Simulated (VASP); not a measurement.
AlP, 2 atoms in the cell. Symmetry: F-43m, No. 216, cubic system. Conventional cell: a = 5.643 Å, b = 5.643 Å, c = 5.643 Å, α = 90.00°, β = 90.00°, γ = 90.00°. Al (site symmetry -43m) has 4 P at 2.44 Å within 3.2 Å. Within 3.2 Å of P (site symmetry -43m) lie 4 Al at 2.44 Å.  This cell differs from its parent crystal: strain +3.0%.

* Program: VASP 6.6.1
* Task: single point
* Functional: PBE
* Potentials or basis: VASP PAW PBE potentials, release 64 (Al, P)
* Cutoff: 500 eV
* k mesh: 8 × 8 × 8
* Occupations: fermi-dirac, width 0.02 eV
* Spin: no spin polarisation
* Dipole correction: no
* Further INCAR settings: ALGO = Normal; EDIFF = 1e-06; NBANDS = 11

Potentials or basis: VASP PAW PBE potentials, release 64 (Al, P).

Run with:

```sh
$ cat potpaw_PBE.64/Al/POTCAR potpaw_PBE.64/P/POTCAR > POTCAR
$ mpirun -np 1 vasp_std > vasp.out
```

Hardware: 1 thread of AMD EPYC 9R45 96-Core Processor (Zen 5), on a shared host.

Q: Estimate the wall time of this run.

A: Run time: 8.6 s on 1 thread of AMD EPYC 9R45 96-Core Processor (Zen 5), with other jobs on the host, peak memory 0.13 GiB. Counts: scf iterations 13, k points 29.
